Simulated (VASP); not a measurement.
Al5Si, 6 atoms in the cell. The cell holds a slab with vacuum, 6 atoms: a = 2.857 Å, b = 2.857 Å, c = 27.666 Å, α = 90.00°, β = 90.00°, γ = 120.00°. 

| Property | Result |
| --- | --- |
| Program | VASP 6.6.1 |
| Task | single point |
| Functional | PBE |
| Potentials or basis | VASP PAW PBE potentials, release 64 (Si, Al) |
| Cutoff | 520 eV |
| k mesh | 16 × 16 × 1 |
| Occupations | fermi-dirac, width 0.08 eV |
| Spin | no spin polarisation |
| Dipole correction | yes |
| Further INCAR settings | ALGO = Normal; EDIFF = 1e-06; NBANDS = 18 |

Potentials or basis: VASP PAW PBE potentials, release 64 (Si, Al).

Launch:

```sh
$ cat potpaw_PBE.64/Si/POTCAR potpaw_PBE.64/Al/POTCAR > POTCAR
$ mpirun -np 1 vasp_std > vasp.out
```

Hardware: 1 thread of AMD EPYC 9R45 96-Core Processor (Zen 5), with other jobs on the host.

Problem. How long does it take, and how much memory?

Solution. Run time: 2.7 min on 1 thread of AMD EPYC 9R45 96-Core Processor (Zen 5), with other jobs on the host, peak memory 0.33 GiB. Counts: scf iterations 25, k points 30.
